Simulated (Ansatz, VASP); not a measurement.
**Two plane-wave programs on Ta**

```
CELL_PARAMETERS angstrom
-1.60174 1.60174 1.67605
1.60174 -1.60174 1.67605
1.60174 1.60174 -1.67605
ATOMIC_POSITIONS crystal
Ta 0.00000 0.00000 0.00000
```

Change from the starting cell: strain -0.030 along x and y, +0.015 along z, atoms carried along.

Alike in both runs: task single point; functional PBE; k mesh 20 × 20 × 20; occupations gaussian, width 0.15 eV; no spin polarisation.

|  | VASP | Ansatz |
| --- | --- | --- |
| version | VASP 6.6.1 | Ansatz 0.2.0 |
| potentials or method | VASP PAW PBE potentials, release 64 (Ta_pv), cutoff 520 eV | scalar-relativistic, plane waves, PAW |
| valence electrons in the cell | 11 | 13 |

VASP gave:

* gap on the k mesh at the Fermi level (eV): none
* pressure (GPa): 13.9
* traceless stress, the component that is largest in VASP (GPa): -3.87

Q: Estimate Ansatz's values.

A: gap on the k mesh at the Fermi level (eV): none; pressure (GPa): 13.7; traceless stress, the component that is largest in VASP (GPa): -3.88.

A gap of «none» marks a metal or a gap that the smearing closes. VASP's potentials hold 11 valence electrons a cell and Ansatz's 13, so a difference there can come from the potentials and not from the codes.

Neither program's run includes spin-orbit coupling.
